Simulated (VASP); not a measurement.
A run of VASP 6.6.1 is set up as follows.

File INCAR:

```
SYSTEM = KI
ALGO = Normal
EDIFF = 1E-6
ENCUT = 520
GGA = PE
ISIF = 2
ISMEAR = -1
LASPH = .TRUE.
LCHARG = .FALSE.
LREAL = .FALSE.
LWAVE = .FALSE.
NBANDS = 15
NELM = 60
PREC = Accurate
SIGMA = 0.02
```

The input KPOINTS:

```
k-points
0
G
  6 6 6
  0 0 0
```

POSCAR

```
KI
1.0
    0.0000000000      3.5442849777      3.5442849777
    3.5442849777      0.0000000000      3.5442849777
    3.5442849777      3.5442849777      0.0000000000
K I
1 1
Direct
    0.0000000000      0.0000000000      0.0000000000
    0.5000000000      0.5000000000      0.5000000000
```

Potentials or basis: VASP PAW PBE potentials, release 64 (K_sv, I).

Run with:

```bash
$ cat potpaw_PBE.64/K_sv/POTCAR potpaw_PBE.64/I/POTCAR > POTCAR
$ mpirun -np 1 vasp_std > vasp.out
```

Problem. What does it give for the band gap on the k mesh?

Solution. 3.94 eV.

Problem. Predict the pressure.

Solution. 0.5 GPa.

Caveat: spin-orbit coupling is left out, which moves the levels of the heavy elements.
